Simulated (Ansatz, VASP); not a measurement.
## Cu3H in VASP and in Ansatz

```xyz
4
Lattice="0.0000 2.8354 2.8354 2.8354 0.0000 2.8354 2.8354 2.8354 0.0000" Properties=species:S:1:pos:R:3 pbc="T T T"
Cu    0.0000    0.0000    0.0000
Cu    1.4177    1.4177    1.4177
Cu    4.2531    4.2531    4.2531
H     2.8354    2.8354    2.8354
```

Change from the starting cell: species swapped into the Sn3Bi type (Fm-3m, No. 225).

Alike in both runs: task single point; functional PBE; k mesh 6 × 6 × 6; occupations gaussian, width 0.1 eV; no spin polarisation.

|  | VASP | Ansatz |
| --- | --- | --- |
| version | VASP 6.6.1 | Ansatz 0.2.0 |
| potentials or method | VASP PAW PBE potentials, release 64 (Cu, H), cutoff 520 eV | scalar-relativistic, plane waves, PAW |
| valence electrons in the cell | 34 | 58 |

VASP gave:

```
gap on the k mesh at the Fermi level (eV) : none
pressure (GPa)                            : -4.9
```

Q: What did Ansatz give for the same quantities?

A: gap on the k mesh at the Fermi level (eV): none; pressure (GPa): -5.5.

A gap of «none» marks a metal or a gap that the smearing closes. VASP's potentials hold 34 valence electrons a cell and Ansatz's 58, so a difference there can come from the potentials and not from the codes.
